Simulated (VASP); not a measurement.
# As in VASP: notebook, part 2 of 2

VASP 6.6.1. The steps go on from the part before.

### Step 3. Single point, LDA

INCAR reads:

```
SYSTEM = As
PREC = Accurate
ENCUT = 520
EDIFF = 1E-6
ISMEAR = 0
SIGMA = 0.02
LREAL = .FALSE.
LASPH = .TRUE.
NELM = 60
ALGO = Normal
ISIF = 2
LWAVE = .FALSE.
LCHARG = .FALSE.
LDIPOL = .TRUE.
IDIPOL = 3
DIPOL = 0.5 0.5 0.500
NBANDS = 12
```

KPOINTS reads:

```
Automatic mesh
0
G
  9 9 1
  0 0 0
```

POSCAR reads:

```
As
1.0
    3.5200000000      0.0000000000      0.0000000000
   -1.7600000000      3.0484094213      0.0000000000
    0.0000000000      0.0000000000     28.0000000000
As
2
Direct
    0.3333333333      0.6666666667      0.5158571429
    0.6666666667      0.3333333333      0.4841428571
```

Potentials or basis: VASP PAW LDA potentials, release 64 (As).

On the command line:

```
$ cat potpaw_LDA.64/As/POTCAR > POTCAR
$ mpirun -np 1 vasp_std > vasp.out
```

OUTCAR:

```text
SYSTEM = As
   PREC = Accurate
   ENCUT = 520
   EDIFF = 1E-6
   ISMEAR = 0
   LREAL = .FALSE.
   LASPH = .TRUE.
   NELM = 60
   ISIF = 2

 ion  position               nearest neighbor table
   1  0.333  0.667  0.516-   2 2.22   2 2.22   2 2.22
   2  0.667  0.333  0.484-   1 2.22   1 2.22   1 2.22

  LATTYP: Found a hexagonal cell.
 ALAT       =     3.5200000000
 C/A-ratio  =     7.9545454545

  Lattice vectors:

 A1 = (   3.5200000000,   0.0000000000,   0.0000000000)
 A2 = (  -1.7600000000,   3.0484094213,   0.0000000000)
 A3 = (   0.0000000000,   0.0000000000,  28.0000000000)

Analysis of symmetry for initial positions (statically):
=====================================================================
 Subroutine PRICEL returns:
 Original cell was already a primitive cell.

 Routine SETGRP: Setting up the symmetry group for a
 hexagonal supercell.

 Subroutine GETGRP returns: Found 12 space group operations
 (whereof 12 operations were pure point group operations)
 out of a pool of 24 trial point group operations.

The static configuration has the point symmetry D_3d.
[... 167 lines left out ...]
      8      -1.3417      0.00000
      9       0.8126      0.00000
     10       1.2896      0.00000
     11       1.6270      0.00000
     12       1.8124      0.00000
[... 151 lines left out ...]
 k-point    12 :       0.3333    0.3333    0.0000
  band No.  band energies     occupation
      1     -16.0504      2.00000
      2     -16.0504      2.00000
      3     -10.9667      2.00000
      4      -6.0207      2.00000
      5      -6.0207      2.00000
      6      -1.1316      0.00000
      7       2.0866      0.00000
      8       2.0866      0.00000
      9       3.2068      0.00000
     10       3.4566      0.00000
     11       3.4566      0.00000
     12       5.1052      0.00000

------------------------ aborting loop because EDIFF is reached ----------------------------------------

 vacuum level on the upper side and lower side of the slab       (xc-potential included)        -0.007        -0.007

  FORCE on cell =-STRESS in cart. coord.  units (eV):
  Direction    XX          YY          ZZ          XY          YZ          ZX
  --------------------------------------------------------------------------------------
  -------------------------------------------------------------------------------------
  Total        7.6534639      7.6534639      5.0699191      0.0000000      0.0000000     -0.0000000
  in kB       40.8126348     40.8126348     27.0357004      0.0000000      0.0000000     -0.0000000
  external PRESSURE =      36.2203233 kB  Pullay stress =       0.0000000 kB

 VOLUME and BASIS-vectors are now :
 -----------------------------------------------------------------------------
  energy-cutoff  :      520.00
  volume of cell :      300.45
      direct lattice vectors                 reciprocal lattice vectors
     3.520000000  0.000000000  0.000000000     0.284090909  0.164019963  0.000000000
    -1.760000000  3.048409421  0.000000000     0.000000000  0.328039926  0.000000000
     0.000000000  0.000000000 28.000000000     0.000000000  0.000000000  0.035714286

 POSITION                                       TOTAL-FORCE (eV/Angst)
 -----------------------------------------------------------------------------------
     -0.00000      2.03227     14.44400         0.000000     -0.000000      5.711813
      1.76000      1.01614     13.55600        -0.000000      0.000000     -5.711813
 -----------------------------------------------------------------------------------
    total drift:                                0.000000     -0.000000      0.000000

  FREE ENERGIE OF THE ION-ELECTRON SYSTEM (eV)
  ---------------------------------------------------
  free  energy   TOTEN  =        -8.7045112786 eV

  energy  without entropy=       -8.7035097616  energy(sigma->0) =       -8.70401052

 vacuum level on the upper side and lower side of the slab         1.481         1.481
```

Run time: 60 s. Hardware: 1 thread of Intel Xeon Platinum 8488C (Sapphire Rapids), shared host; peak memory 0.31 GiB.

What came out:

| Quantity | Value |
| --- | --- |
| Free energy | -8.7045 eV |
| Largest force | 5.712 eV/Å |
| Band gap on the k mesh | zero (band 5 reaches -3.39 eV, above the bottom of band 6 at -3.63 eV) |

Forces on the atoms (eV/Å):
```
As   0.000  0.000  5.712
As   0.000  0.000 -5.712
```

### Step 4. Single point, LDA

INCAR reads:

```
SYSTEM = As
PREC = Accurate ; ENCUT = 520
EDIFF = 1E-6 ; ISMEAR = 0
SIGMA = 0.02 ; LREAL = .False.
LASPH = .True. ; NELM = 60
ALGO = Normal ; ISIF = 2
LWAVE = .False. ; LCHARG = .False.
LDIPOL = .True. ; IDIPOL = 3
DIPOL = 0.5 0.5 0.500 ; GGA = CA
NBANDS = 12
```

KPOINTS reads:

```
Automatic mesh
0
Gamma
  9 9 1
  0 0 0
```

POSCAR reads:

```
As
1.0
    3.5200000000      0.0000000000      0.0000000000
   -1.7600000000      3.0484094213      0.0000000000
    0.0000000000      0.0000000000     28.0000000000
As
2
Direct
    0.3333333333      0.6666666667      0.5264285714
    0.6666666667      0.3333333333      0.4735714286
```

On the command line:

```
$ cat potpaw_LDA.64/As/POTCAR > POTCAR
$ mpirun -np 1 vasp_std > vasp.out
```

It took 68 s on 1 thread of Intel Xeon Platinum 8488C (Sapphire Rapids), shared host; peak memory 0.31 GiB.

Results (log left out):

```
Free energy            : -10.4031 eV
Largest force          : 1.193 eV/Å
Band gap on the k mesh : 0.99 eV, indirect (least direct gap 1.90 eV)
```

Forces on the atoms (eV/Å):
```
As   0.000  0.000 -1.193
As   0.000  0.000  1.193
```

Levels at points of the mesh, in eV from the valence-band top:
| k point | band 2 | band 3 | band 4 | band 5 | band 6 | band 7 | band 8 | band 9 |
| --- | --- | --- | --- | --- | --- | --- | --- | --- |
| (0.00, 0.00, 0.00) | -8.05 | -1.48 | 0.00 | 0.00 | 1.90 | 3.25 | 3.25 | 4.44 |

### Step 5. Single point, LDA

INCAR reads:

```
SYSTEM = As
PREC     = Accurate       ! precision mode
ENCUT    = 520            ! plane-wave cutoff, eV
EDIFF    = 1E-6           ! SCF threshold, eV
ISMEAR   = 0              ! smearing method
SIGMA    = 0.02           ! smearing width, eV
LREAL    = .False.        ! projectors in reciprocal space
LASPH    = .True.         ! aspherical terms in the spheres
NELM     = 100            ! most SCF steps
ALGO     = Normal         ! electronic algorithm
ISIF     = 2              ! what is computed and relaxed
LWAVE    = .False.        ! write WAVECAR
LCHARG   = .False.        ! write CHGCAR
LDIPOL   = .True.       
IDIPOL   = 3            
DIPOL    = 0.5 0.5 0.500
GGA      = CA             ! functional
NBANDS   = 12             ! bands
```

KPOINTS is that of step 4.

POSCAR reads:

```
As
1.0
    3.5200000000      0.0000000000      0.0000000000
   -1.7600000000      3.0484094213      0.0000000000
    0.0000000000      0.0000000000     28.0000000000
As
2
Direct
    0.3333333333      0.6666666667      0.5370000000
    0.6666666667      0.3333333333      0.4630000000
```

Potentials or basis: VASP PAW LDA potentials, release 64 (As).

On the command line:

```
$ cat potpaw_LDA.64/As/POTCAR > POTCAR
$ mpirun -np 1 vasp_std > vasp.out
```

OUTCAR:

```text
SYSTEM = As
   PREC = Accurate
   ENCUT = 520
   EDIFF = 1E-6
   ISMEAR = 0
   LREAL = .False.
   LASPH = .True.
   NELM = 100
   ISIF = 2
   GGA = CA

 ion  position               nearest neighbor table
   1  0.333  0.667  0.537-   2 2.90   2 2.90   2 2.90
   2  0.667  0.333  0.463-   1 2.90   1 2.90   1 2.90

  LATTYP: Found a hexagonal cell.
 ALAT       =     3.5200000000
 C/A-ratio  =     7.9545454545

  Lattice vectors:

 A1 = (   3.5200000000,   0.0000000000,   0.0000000000)
 A2 = (  -1.7600000000,   3.0484094213,   0.0000000000)
 A3 = (   0.0000000000,   0.0000000000,  28.0000000000)

Analysis of symmetry for initial positions (statically):
=====================================================================
 Subroutine PRICEL returns:
 Original cell was already a primitive cell.

 Routine SETGRP: Setting up the symmetry group for a
 hexagonal supercell.

 Subroutine GETGRP returns: Found 12 space group operations
 (whereof 12 operations were pure point group operations)
 out of a pool of 24 trial point group operations.

The static configuration has the point symmetry D_3d.

Analysis of symmetry for dynamics (positions and initial velocities):
=====================================================================
 Subroutine PRICEL returns:
 Original cell was already a primitive cell.

 Routine SETGRP: Setting up the symmetry group for a
 hexagonal supercell.

 Subroutine GETGRP returns: Found 12 space group operations
 (whereof 12 operations were pure point group operations)
 out of a pool of 24 trial point group operations.

The dynamic configuration has the point symmetry D_3d.

 Subroutine INISYM returns: Found 12 space group operations
 (whereof 12 operations are pure point group operations),
 and found     1 'primitive' translations

----------------------------------------------------------------------------------------

[... 113 lines left out ...]
  volume of cell :      300.45
 maximum number of plane-waves:      8205
 NGX is ok and might be reduce to    28
   NGX = 13   NGY = 13   NGZ =105

 number of electron      10.0000000 magnetization

 number of electron       9.9999999 magnetization

 dipolmoment           0.000000      0.000000     -0.000000 electrons x Angstroem

 Free energy of the ion-electron system (eV)
  ---------------------------------------------------
  ext. energy  EPLUGINS =         0.00000000
  ---------------------------------------------------
  free energy    TOTEN  =        -8.63183757 eV

  energy without entropy =       -8.63016590  energy(sigma->0) =       -8.63100174

 E-fermi :  -3.0940     XC(G=0):  -2.1316

 val. band max:       -3.0939568784   @ k =   0.3333   0.2222   0.0000
 cond. band min:      -2.9936296127   @ k =   0.4444   0.0000   0.0000
 fundamental gap:      0.1003272656
 Fermi energy:        -3.0939568783

 k-point     1 :       0.0000    0.0000    0.0000
  band No.  band energies     occupation
      1     -15.7817      2.00000
      2     -12.7998      2.00000
      3      -5.8767      2.00000
      4      -1.8343      0.00000
      5      -1.8184      0.00000
      6      -1.8184      0.00000
      7      -0.2732      0.00000
      8      -0.2732      0.00000
      9       0.9571      0.00000
     10       1.2694      0.00000
     11       1.4736      0.00000
     12       1.9298      0.00000
[... 151 lines left out ...]
 k-point    12 :       0.3333    0.3333    0.0000
  band No.  band energies     occupation
      1     -12.8460      2.00000
      2     -12.8460      2.00000
      3      -6.6036      2.00000
      4      -5.9076      2.00000
      5      -5.9076      2.00000
      6      -3.5792      2.00000
      7      -1.5352      0.00000
      8      -1.5352      0.00000
      9       3.4922      0.00000
     10       4.9548      0.00000
     11       4.9548      0.00000
     12       5.4813      0.00000

------------------------ aborting loop because EDIFF is reached ----------------------------------------

 vacuum level on the upper side and lower side of the slab       (xc-potential included)        -0.007        -0.007

  FORCE on cell =-STRESS in cart. coord.  units (eV):
  Direction    XX          YY          ZZ          XY          YZ          ZX
  --------------------------------------------------------------------------------------
  -------------------------------------------------------------------------------------
  Total       -3.4078406     -3.4078406     -7.0302639     -0.0000000      0.0000000     -0.0000000
  in kB      -18.1725496    -18.1725496    -37.4893768     -0.0000000      0.0000000     -0.0000000
  external PRESSURE =     -24.6114920 kB  Pullay stress =       0.0000000 kB

 VOLUME and BASIS-vectors are now :
 -----------------------------------------------------------------------------
  energy-cutoff  :      520.00
  volume of cell :      300.45
      direct lattice vectors                 reciprocal lattice vectors
     3.520000000  0.000000000  0.000000000     0.284090909  0.164019963  0.000000000
    -1.760000000  3.048409421  0.000000000     0.000000000  0.328039926  0.000000000
     0.000000000  0.000000000 28.000000000     0.000000000  0.000000000  0.035714286

 POSITION                                       TOTAL-FORCE (eV/Angst)
 -----------------------------------------------------------------------------------
     -0.00000      2.03227     15.03600        -0.000000      0.000000     -3.392430
      1.76000      1.01614     12.96400         0.000000     -0.000000      3.392430
 -----------------------------------------------------------------------------------
    total drift:                               -0.000000      0.000000     -0.000000

  FREE ENERGIE OF THE ION-ELECTRON SYSTEM (eV)
  ---------------------------------------------------
  free  energy   TOTEN  =        -8.6318375725 eV

  energy  without entropy=       -8.6301658996  energy(sigma->0) =       -8.63100174

 vacuum level on the upper side and lower side of the slab         1.370         1.370
```

stdout:

```text
POSCAR found type information on POSCAR As
 POSCAR found :  1 types and       2 ions
 scaLAPACK will be used
 LDA part: xc-table for (Slater(with rela. corr.)+CA(PZ))
 , standard interpolation
 POSCAR, INCAR and KPOINTS ok, starting setup
 FFT: planning ... GRIDC
 FFT: planning ... GRID_SOFT
 FFT: planning ... GRID
 WAVECAR not read
 entering main loop
```

It took 54 s on 1 thread of Intel Xeon Platinum 8488C (Sapphire Rapids), shared host; peak memory 0.3 GiB.

What came out:

```yaml
Free_energy: -8.6318 eV
Largest_force: 3.392 eV/Å
Band_gap_on_the_k_mesh: zero (band 5 reaches -1.82 eV, above the bottom of band 6 at -3.58 eV)
```

Forces on the atoms (eV/Å):
```
As   0.000  0.000 -3.392
As   0.000  0.000  3.392
```

Levels at points of the mesh, in eV from the Fermi level:
```tsv
k point	band 2	band 3	band 4	band 5	band 6	band 7	band 8	band 9
(0.00, 0.00, 0.00)	-9.71	-2.78	1.26	1.28	1.28	2.82	2.82	4.05
```

### Step 6. Single point, LDA

This run uses another cell than the first one, of 155.04 Å³/atom, 1.032 times its volume.

INCAR reads:

```
SYSTEM = As
ALGO = Normal
DIPOL = 0.5 0.5 0.500
EDIFF = 1E-6
ENCUT = 520
IDIPOL = 3
ISIF = 2
ISMEAR = 0
LASPH = .True.
LCHARG = .True.
LDIPOL = .True.
LELF = .True.
LREAL = .False.
LVACPOTAV = .True.
LVHAR = .True.
LWAVE = .False.
NBANDS = 12
NELM = 60
PREC = Accurate
SIGMA = 0.02
```

KPOINTS reads:

```
k-points
0
Gamma
  9 9 1
  0 0 0
```

POSCAR reads:

```
As
1.0
    3.5760000000      0.0000000000      0.0000000000
   -1.7880000000      3.0969068439      0.0000000000
    0.0000000000      0.0000000000     28.0000000000
As
2
Direct
    0.3333333333      0.6666666667      0.5105714286
    0.6666666667      0.3333333333      0.4894285714
```

Potentials or basis: VASP PAW LDA potentials, release 64 (As).

On the command line:

```
$ cat potpaw_LDA.64/As/POTCAR > POTCAR
$ mpirun -np 1 vasp_std > vasp.out
```

Run time: 75 s. Hardware: 1 thread of Intel Xeon Platinum 8488C (Sapphire Rapids), shared host; peak memory 0.31 GiB.

It converged, with:

```yaml
Free_energy: -7.4792 eV
Largest_force: 4.808 eV/Å
Band_gap_on_the_k_mesh: zero (band 5 reaches -2.28 eV, above the bottom of band 6 at -3.74 eV)
```

Forces in eV/Å, atoms in the order of the input:
```
As   0.000  0.000  4.808
As   0.000  0.000 -4.808
```

Levels at points of the mesh, in eV from the Fermi level:
| k point | band 2 | band 3 | band 4 | band 5 | band 6 | band 7 | band 8 | band 9 |
| --- | --- | --- | --- | --- | --- | --- | --- | --- |
| (0.00, 0.00, 0.00) | -6.61 | -4.10 | -4.10 | -1.59 | 0.76 | 1.54 | 1.54 | 3.80 |
